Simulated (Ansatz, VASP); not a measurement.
**AlN in VASP and in Ansatz**

```
Al N
1.0
     3.10669    0.00000    0.00000
    -1.55335    2.69048    0.00000
     0.00000    0.00000    4.77945
Al N
2 2
Direct
  0.33333 0.66667 0.99209
  0.66667 0.33333 0.49209
  0.33333 0.66667 0.38291
  0.66667 0.33333 0.88291
```

Change from the starting cell: uniaxial_z strain -4.0%.

Alike in both runs: task single point; functional HSE06; k mesh 6 × 6 × 4; no spin polarisation.

|  | VASP | Ansatz |
| --- | --- | --- |
| version | VASP 6.6.1 | Ansatz 0.2.0 |
| potentials or method | VASP PAW PBE potentials, release 64 (Al, N) | plane waves, PAW |
| plane-wave cutoff (eV) | 520 | 420 |
| occupations | gaussian, width 0.01 eV | fixed |
| valence electrons in the cell | 16 | 16 |

Ansatz gave:

```
gap on the k mesh at the Fermi level (eV)                     : 5.73
pressure (GPa)                                                : 7.8
traceless stress, the component that is largest in VASP (GPa) : 6.18
rms of the force components (eV/Å)                            : 0.007
```

**Question.** Which values does VASP return?

**Answer.** gap on the k mesh at the Fermi level (eV): 5.72; pressure (GPa): 7.7; traceless stress, the component that is largest in VASP (GPa): 6.38; rms of the force components (eV/Å): 0.005.

Atom by atom the forces differ by 0.002 eV/Å (rms over components). Ansatz's warnings: stress exchange threshold loose, stress scf threshold loose.
